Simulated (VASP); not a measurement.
ZnSe:

```
CELL_PARAMETERS angstrom
0.00000 2.83380 2.83380
2.83380 0.00000 2.83380
2.83380 2.83380 0.00000
ATOMIC_POSITIONS crystal
Zn 0.00000 0.00000 0.00000
Se 0.25000 0.25000 0.25000
```

* Program: VASP 6.6.1
* Task: relaxation of cell and atoms
* Functional: PBE
* Potentials or basis: VASP PAW PBE potentials, release 64 (Zn, Se)
* Cutoff: 600 eV
* k mesh: 12 × 12 × 12
* Occupations: gaussian, width 0.01 eV
* Spin: no spin polarisation

At the start: pressure 2.3 GPa; volume 22.76 Å³/atom.

Problem. How do energy, volume and symmetry change on relaxing?

Solution. Over 11 steps the energy falls by 6.1 meV/atom and the volume is 23.63 Å³/atom (+3.8 %); space group F-43m (No. 216, to 0.05 Å).

The path:
```csv
step,energy change (eV),largest force (eV/Å),pressure (GPa),volume (Å³)
1,0.0000,0.0000,2.33,45.51
2,-0.0114,0.0000,-0.55,47.73
3,-0.0122,0.0000,0.11,47.25
4,-0.0122,0.0000,-0.06,47.33
5,-0.0122,0.0000,-0.03,47.29
6,-0.0122,0.0000,-0.01,47.27
7,-0.0122,0.0000,0.02,47.26
8,-0.0122,0.0000,-0.02,47.27
9,-0.0122,0.0000,0.01,47.26
10,-0.0122,0.0000,-0.01,47.26
11,-0.0122,0.0000,0.00,47.26
```

Final structure:
```
CELL_PARAMETERS angstrom
0.00000 2.86965 2.86965
2.86965 0.00000 2.86965
2.86965 2.86965 0.00000
ATOMIC_POSITIONS crystal
Zn 0.00000 0.00000 0.00000
Se 0.25000 0.25000 0.25000
```
